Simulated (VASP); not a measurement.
# Ag (Pm-3m) in VASP: a series of runs, part 2 of 2

VASP 6.6.1.

## 4. Relaxation of cell and atoms, PBE, target pressure -1.8 GPa, at which the enthalpy is minimised

This run uses another cell than the first one, of 19.76 Å³/atom, 0.923 times its volume.

Contents of INCAR:

```
SYSTEM = Ag
  PREC = Accurate
  ENCUT = 600
  EDIFF = 1E-6
  ISMEAR = -1
  SIGMA = 0.05
  LREAL = .False.
  LASPH = .True.
  NELM = 80
  ALGO = Normal
  ISIF = 3
  LWAVE = .False.
  LCHARG = .False.
  GGA = PE
  IBRION = 2
  NSW = 60
  EDIFFG = -0.005
  PSTRESS = -18.0
```

Contents of KPOINTS:

```
regular mesh
0
Gamma
  14 14 14
  0 0 0
```

Contents of POSCAR:

```
Ag
1.0
    2.7035460907      0.0000000000      0.0000000000
    0.0000000000      2.7035460907      0.0000000000
    0.0000000000      0.0000000000      2.7035460907
Ag
1
Direct
    0.0000000000      0.0000000000      0.0000000000
```

Potentials or basis: VASP PAW PBE potentials, release 64 (Ag).

Run with:

```sh
cat potpaw_PBE.64/Ag/POTCAR > POTCAR
mpirun -np 1 vasp_std > vasp.out
```

OUTCAR:

```text
SYSTEM = Ag
   PREC = Accurate
   ENCUT = 600
   EDIFF = 1E-6
   ISMEAR = -1
   LREAL = .False.
   LASPH = .True.
   NELM = 80
   ISIF = 3
   GGA = PE
   IBRION = 2
   NSW = 60
   EDIFFG = -0.005
   PSTRESS = -18.0

 ion  position               nearest neighbor table
   1  0.000  0.000  0.000-

  LATTYP: Found a simple cubic cell.
 ALAT       =     2.7035460907

  Lattice vectors:

 A1 = (   2.7035460907,   0.0000000000,   0.0000000000)
 A2 = (   0.0000000000,   2.7035460907,   0.0000000000)
 A3 = (   0.0000000000,   0.0000000000,   2.7035460907)

Analysis of symmetry for initial positions (statically):
=====================================================================
 Subroutine PRICEL returns:
 Original cell was already a primitive cell.

 Routine SETGRP: Setting up the symmetry group for a
 simple cubic supercell.

 Subroutine GETGRP returns: Found 48 space group operations
 (whereof 48 operations were pure point group operations)
 out of a pool of 48 trial point group operations.

The static configuration has the point symmetry O_h .

Analysis of symmetry for dynamics (positions and initial velocities):
=====================================================================
 Subroutine PRICEL returns:
 Original cell was already a primitive cell.

 Routine SETGRP: Setting up the symmetry group for a
[... 338 lines left out ...]
--------------------------------------- Ionic step       17  -------------------------------------------

 number of electron      11.0000001 magnetization

 Free energy of the ion-electron system (eV)
  ---------------------------------------------------
  ext. energy  EPLUGINS =         0.00000000
  ---------------------------------------------------
  free energy    TOTEN  =        -2.38432334 eV

  energy without entropy =       -2.38195519  energy(sigma->0) =       -2.38313927

 E-fermi :   5.6332     XC(G=0): -10.8209

 val. band max:        5.6005983817   @ k =   0.4286   0.2143   0.0714
 cond. band min:       5.6343767605   @ k =   0.5000   0.0714   0.0714
 fundamental gap:      0.0337783788
 Fermi energy:         5.6331934279

 k-point     1 :       0.0000    0.0000    0.0000
  band No.  band energies     occupation
      1      -0.5828      2.00000
      2       0.0461      2.00000
      3       0.0461      2.00000
      4       2.8080      2.00000
      5       2.8080      2.00000
      6       2.8080      2.00000
      7      19.3140      0.00000
      8      19.3140      0.00000
      9      19.3140      0.00000
[... 265 lines left out ...]
 k-point    24 :       0.3571    0.2143    0.0000
  band No.  band energies     occupation
      1       0.4647      2.00000
      2       1.0815      2.00000
      3       1.4855      2.00000
      4       2.1284      2.00000
      5       2.5366      2.00000
      6       4.0982      2.00000
      7      10.7954      0.00000
      8      16.9037      0.00000
      9      22.1548      0.00000

 [... further k-points ...]

------------------------ aborting loop because EDIFF is reached ----------------------------------------

  FORCE on cell =-STRESS in cart. coord.  units (eV):
  Direction    XX          YY          ZZ          XY          YZ          ZX
  --------------------------------------------------------------------------------------
  -------------------------------------------------------------------------------------
  Total       -0.2408347     -0.2408347     -0.2408347      0.0000000      0.0000000     -0.0000000
  in kB      -18.0463793    -18.0463793    -18.0463793      0.0000000      0.0000000     -0.0000000
  external PRESSURE =      -0.0463793 kB  Pullay stress =     -18.0000000 kB
[... 20 lines left out ...]
  energy  without entropy=       -2.3819551946  energy(sigma->0) =       -2.38313927

  enthalpy is  TOTEN    =        -2.6245390966 eV   P V=       -0.2402157559

 reached required accuracy - stopping structural energy minimisation
```

Run time: 69 s. Hardware: 1 thread of Intel Xeon Platinum 8488C (Sapphire Rapids), shared host; peak memory 0.16 GiB.

What came out:

| Quantity | Value |
| --- | --- |
| Free energy | -2.3843 eV |
| Relaxed volume | 21.38 Å³/atom |
| Relaxed cell | a = 2.776 Å, b = 2.776 Å, c = 2.776 Å, α = 90.00°, β = 90.00°, γ = 90.00° |
| Space group after relaxing (to 0.05 Å) | Pm-3m (No. 221) |
| Energy change on relaxing (the enthalpy is what falls) | -7.6 meV/atom |
| Ionic steps | 17 |
| Pressure after relaxing | -1.8 GPa |

Step by step:
```
step  energy change (eV)  largest force (eV/Å)  pressure (GPa)  volume (Å³)
   1              0.0000                0.0000            3.83        19.76
   2             -0.0013                0.0000           -2.87        21.81
   3             -0.0078                0.0000           -1.84        21.37
   4             -0.0081                0.0000           -1.71        21.34
   5             -0.0081                0.0000           -1.68        21.34
   6             -0.0081                0.0000           -1.69        21.34
   7             -0.0081                0.0000           -1.69        21.34
   8             -0.0081                0.0000           -1.69        21.34
   9             -0.0081                0.0000           -1.69        21.34
  10             -0.0081                0.0000           -1.69        21.34
  11             -0.0081                0.0000           -1.69        21.34
  12             -0.0081                0.0000           -1.69        21.34
  13             -0.0081                0.0000           -1.69        21.34
  14             -0.0081                0.0000           -1.71        21.34
  15             -0.0080                0.0000           -1.72        21.35
  16             -0.0079                0.0000           -1.75        21.36
  17             -0.0076                0.0000           -1.80        21.38
```

Final structure:
```
Ag
1.0
     2.77553    0.00000    0.00000
     0.00000    2.77553    0.00000
     0.00000    0.00000    2.77553
Ag
1
Direct
  0.00000 0.00000 0.00000
```

Levels at points of the mesh, in eV from the Fermi level:
```csv
k point,band 3,band 4,band 5,band 6,band 7,band 8
"(0.00, 0.00, 0.00)",-5.59,-2.83,-2.83,-2.83,13.68,13.68
"(0.50, 0.00, 0.00)",-3.71,-3.71,-2.74,-0.43,1.50,16.84
"(0.50, 0.50, 0.00)",-3.56,-3.56,-2.11,3.80,3.80,7.05
"(0.50, 0.50, 0.50)",-5.06,-2.06,-2.06,8.24,8.24,8.24
```

Caveat: the cell is relaxed towards a set pressure, so the enthalpy falls and the energy may rise.

## 5. Relaxation of cell and atoms, PBE, target pressure -1.8 GPa, at which the enthalpy is minimised

Contents of INCAR:

```
SYSTEM = Ag
PREC     = Accurate       ! precision mode
ENCUT    = 600            ! plane-wave cutoff, eV
EDIFF    = 1E-6           ! SCF threshold, eV
ISMEAR   = -1             ! smearing method
SIGMA    = 0.05           ! smearing width, eV
LREAL    = .False.        ! projectors in reciprocal space
LASPH    = .True.         ! aspherical terms in the spheres
NELM     = 80             ! most SCF steps
ALGO     = Normal         ! electronic algorithm
ISIF     = 3              ! what is computed and relaxed
LWAVE    = .False.        ! write WAVECAR
LCHARG   = .False.        ! write CHGCAR
GGA      = PE             ! functional
IBRION   = 2              ! ionic algorithm
NSW      = 32             ! ionic steps
EDIFFG   = -0.005         ! ionic threshold
PSTRESS  = -18.0
```

KPOINTS is that of step 4.

Contents of POSCAR:

```
Ag
1.0
    2.7771890874      0.0000000000      0.0000000000
    0.0000000000      2.7771890874      0.0000000000
    0.0000000000      0.0000000000      2.7771890874
Ag
1
Direct
    0.0000000000      0.0000000000      0.0000000000
```

Run with:

```sh
cat potpaw_PBE.64/Ag/POTCAR > POTCAR
mpirun -np 1 vasp_std > vasp.out
```

Wall time 14 s (1 thread of Intel Xeon Platinum 8488C (Sapphire Rapids), shared host); peak memory 0.16 GiB.

It converged, with:

```yaml
Free_energy: -2.3853 eV
Relaxed_volume: 21.38 Å³/atom
Relaxed_cell: a = 2.776 Å, b = 2.776 Å, c = 2.776 Å, α = 90.00°, β = 90.00°, γ = 90.00°
Space_group_after_relaxing_to_0.05_Å: Pm-3m (No. 221)
Energy_change_on_relaxing_the_enthalpy_is_what_falls: -0.4 meV/atom
Ionic_steps: 2
Pressure_after_relaxing: -1.8 GPa
```

Step by step:
| step | energy change (eV) | largest force (eV/Å) | pressure (GPa) | volume (Å³) |
| --- | --- | --- | --- | --- |
| 1 | 0.0000 | 0.0000 | -1.89 | 21.42 |
| 2 | -0.0004 | 0.0000 | -1.82 | 21.38 |

Final structure:
```
Ag
1.0
     2.77564    0.00000    0.00000
     0.00000    2.77564    0.00000
     0.00000    0.00000    2.77564
Ag
1
Direct
  0.00000 0.00000 0.00000
```

Levels at points of the mesh, in eV from the Fermi level:
```csv
k point,band 2,band 3,band 4,band 5,band 6,band 7,band 8,band 9
"(0.00, 0.00, 0.00)",-5.59,-5.59,-2.83,-2.83,-2.83,13.68,13.68,13.68
"(0.50, 0.00, 0.00)",-5.02,-3.71,-3.71,-2.74,-0.43,1.50,16.84,18.53
"(0.50, 0.50, 0.00)",-4.86,-3.56,-3.56,-2.11,3.80,3.80,7.04,9.28
"(0.50, 0.50, 0.50)",-5.06,-5.06,-2.06,-2.06,8.24,8.24,8.24,10.14
```

Caveat: the cell is relaxed towards a set pressure, so the enthalpy falls and the energy may rise.

## 6. Overview

```tsv
task	cell	cutoff (eV)	gap on the mesh (eV)	pressure (GPa)
single point	a = 2.777 Å, 1 atom	520	none	-1.9
relaxation of cell and atoms	relaxed to -1.8 GPa from a = 2.704 Å, 1 atom	600	none	-1.8
relaxation of cell and atoms	relaxed to -1.8 GPa from a = 2.777 Å, 1 atom	600	none	-1.8
```

Alike in all rows: level PBE; potentials or basis VASP PAW PBE potentials, release 64 (Ag); no spin polarisation; k mesh 14 × 14 × 14; smearing fermi-dirac 0.05 eV.

Caveats: the cell is relaxed towards a set pressure, so the enthalpy falls and the energy may rise (some runs).

Absolute energies hang on the potentials; compare differences alone.
